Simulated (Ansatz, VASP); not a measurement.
**One calculation of Ti, two programs**

Contents of INCAR:

```
SYSTEM = Ti
ALGO = Normal ; EDIFF = 1E-6
EDIFFG = -0.02 ; ENCUT = 600
GGA = RE ; IBRION = 2
ISIF = 3 ; ISMEAR = -1
IVDW = 13 ; LASPH = .TRUE.
LCHARG = .FALSE. ; LREAL = .FALSE.
LWAVE = .FALSE. ; NELM = 100
NSW = 80 ; PREC = Accurate
SIGMA = 0.05
```

Contents of KPOINTS:

```
k-points
0
G
  10 10 6
  0 0 0
```

Contents of POSCAR:

```
Ti
1.0
    2.9500000000      0.0000000000      0.0000000000
   -1.4750000000      2.5547749412      0.0000000000
    0.0000000000      0.0000000000      4.6800000000
Ti
2
Direct
    0.6666666667      0.3333333333      0.7500000000
    0.3333333333      0.6666666667      0.2500000000
```

Contents of input.yaml:

```yaml
crystal:
  lattice:
    - [2.95, 0.0, 0.0]
    - [-1.475, 2.5547749412, 0.0]
    - [0.0, 0.0, 4.68]
  atoms:
    - { symbol: Ti, position: [0.6666666667, 0.3333333333, 0.75] }
    - { symbol: Ti, position: [0.3333333333, 0.6666666667, 0.25] }
kpoints:
  mp_grid: { grid: [10, 10, 6] }
scf:
  occupations: { method: fermi_dirac, width: 0.05 }
hamiltonian:
  xc: revpbe
  dispersion: d4
  pseudopotentials: { kind: all_electron, lapw: { basis_error: 0.001 } }
output:
  forces: true
  stress: true
relax:
  f_tol: 0.02
  max_steps: 60
  cell: {}
```

Alike in both runs: task relaxation of cell and atoms; functional revPBE; dispersion D4; k mesh 10 × 10 × 6; occupations fermi-dirac, width 0.05 eV; no spin polarisation.

```csv
,VASP,Ansatz
version,VASP 6.6.1,Ansatz 0.2.0
potentials or method,"VASP PAW PBE potentials, release 64 (Ti_sv), cutoff 600 eV","all-electron LAPW, scalar-relativistic"
```

```tsv
	VASP	Ansatz	Ansatz less VASP
relaxed volume (Å³/atom)	17.27	17.31	+0.045
relaxed cell length with the largest relative difference (Å)	2.930	2.934	+0.0041
```

VASP's potentials were made for PBE, not for revPBE. Ansatz ran all-electron here, and VASP with PAW potentials.
